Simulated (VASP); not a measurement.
The system is Fe.

```xyz
1
Lattice="-1.4346 1.4346 1.4346 1.4346 -1.4346 1.4346 1.4346 1.4346 -1.4346" Properties=species:S:1:pos:R:3 pbc="T T T"
Fe    0.0000    0.0000    0.0000
```

Base run:

* Program: VASP 6.6.1
* Functional: r2SCAN
* Potentials or basis: VASP PAW PBE potentials, release 64 (Fe)
* Cutoff: 520 eV
* k mesh: 15 × 15 × 15
* Occupations: fermi-dirac, width 0.05 eV
* Spin: collinear spin, ferromagnetic start
* Starting moments: [2.804] μB

Its results: pressure -0.4 GPa; net moment 2.67 μB per cell; site moments Fe +2.74 μB.

**Question.** After a change of settings the same cell gave: pressure 18.7 GPa; net moment 3.75 μB per cell; site moments Fe +3.47 μB. Which change was it?
A. occupations from fermi-dirac, width 0.05 eV to methfessel-paxton, width 0.1 eV
B. occupations from fermi-dirac, width 0.05 eV to methfessel-paxton, width 0.03 eV; further incar settings from ALGO = Normal; EDIFF = 1e-06; NBANDS = 14 to ALGO = Normal; EDIFF = 1e-07; NBANDS = 14
C. k mesh from 15 × 15 × 15 to 2 × 2 × 2
D. k mesh from 15 × 15 × 15 to 5 × 5 × 5

**Answer.** C.

Caveats: some runs use coarse meshes; the PAW data sets were made with another functional, which shifts forces and pressure a little.
